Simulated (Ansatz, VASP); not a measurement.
## Two plane-wave programs on Se

INCAR

```
PREC = Accurate
ENCUT = 600
EDIFF = 1E-6
ISMEAR = 0
SIGMA = 0.1
LREAL = False
LASPH = True
NELM = 80
ALGO = Normal
ISIF = 3
LWAVE = False
LCHARG = False
GGA = PS
IBRION = 2
NSW = 100
EDIFFG = -0.01
```

File KPOINTS:

```
regular mesh
0
Gamma
  15 15 12
```

POSCAR

```
Se
1.0
    3.4820376573      0.0000000000      0.0000000000
   -1.7410188287      3.0155330682      0.0000000000
    0.0000000000      0.0000000000      3.8993459197
Se
2
Direct
    0.3333333333      0.6666666667      0.2500000000
    0.6666666667      0.3333333333      0.7500000000
```

Input for Ansatz:

```yaml
crystal:
  lattice:
    - [3.4820376573, 0.0, 0.0]
    - [-1.7410188287, 3.0155330682, 0.0]
    - [0.0, 0.0, 3.8993459197]
  atoms:
    - { symbol: Se, position: [0.3333333333, 0.6666666667, 0.25] }
    - { symbol: Se, position: [0.6666666667, 0.3333333333, 0.75] }
basis:
  ecutwfc: 420
kpoints:
  mp_grid: { grid: [15, 15, 12] }
hamiltonian:
  xc: pbesol
scf:
  occupations: { method: gaussian, width: 0.1 }
output:
  forces: true
  stress: true
  eigenvalues: true
relax:
  adjacent_minimum: "off"
  f_tol: 0.01
  max_steps: 80
  cell: { stress_tol: 0.05 }
```

Alike in both runs: task relaxation of cell and atoms; functional PBEsol; k mesh 15 × 15 × 12; occupations gaussian, width 0.1 eV; no spin polarisation.

|  | VASP | Ansatz |
| --- | --- | --- |
| version | VASP 6.6.1 | Ansatz 0.2.0 |
| potentials or method | VASP PAW PBE potentials, release 64 (Se), cutoff 600 eV | scalar-relativistic, plane waves, PAW |
| valence electrons in the cell | 12 | 32 |

Ansatz gave:

```
gap on the k mesh at the Fermi level, each at its own relaxed structure (eV) : none
relaxed volume (Å³/atom)                                                     : 21.11
relaxed length of the cell vector where the two differ most in proportion (Å)              : 3.791
```

What did VASP give for the same quantities?

gap on the k mesh at the Fermi level, each at its own relaxed structure (eV): none; relaxed volume (Å³/atom): 21.13; relaxed length of the cell vector where the two differ most in proportion (Å): 3.793.

VASP's potentials were made for PBE, not for PBEsol. A gap of «none» marks a metal or a gap that the smearing closes. VASP's potentials hold 12 valence electrons a cell and Ansatz's 32, so a difference there can come from the potentials and not from the codes.
